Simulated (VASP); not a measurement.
LiCl: single point with PBE

The system is LiCl.

```xyz
2
Lattice="0.0000 2.5481 2.5481 2.5481 0.0000 2.5481 2.5481 2.5481 0.0000" Properties=species:S:1:pos:R:3 pbc="T T T"
Li    0.0000    0.0000    0.0000
Cl    2.5481    2.5481    2.5481
```

```
Program             : VASP 6.6.1
Task                : single point
Functional          : PBE
Potentials or basis : VASP PAW PBE potentials, release 64 (Li_sv, Cl)
Cutoff              : 520 eV
k mesh              : 8 × 8 × 8
Occupations         : gaussian, width 0.02 eV
Spin                : no spin polarisation
```

The band gap on the k mesh is 6.45 eV.

Levels at points of the mesh, in eV from the valence-band top:
| k point | band 2 | band 3 | band 4 | band 5 | band 6 | band 7 | band 8 | band 9 |
| --- | --- | --- | --- | --- | --- | --- | --- | --- |
| (0.00, 0.00, 0.00) | -13.47 | 0.00 | 0.00 | 0.00 | 6.45 | 11.95 | 11.95 | 11.95 |
| (0.50, 0.00, 0.00) | -12.87 | -2.89 | -0.26 | -0.26 | 6.78 | 9.51 | 9.51 | 13.18 |
| (0.50, 0.50, 0.00) | -12.61 | -2.98 | -1.14 | -1.14 | 7.93 | 8.26 | 12.61 | 14.27 |

Wall time 22 s on 1 thread of Intel(R) Xeon(R) Platinum 8375C CPU @ 2.90GHz (Ice Lake), with other jobs on the host, peak memory 0.15 GiB.

 A k mesh can miss the band edges.
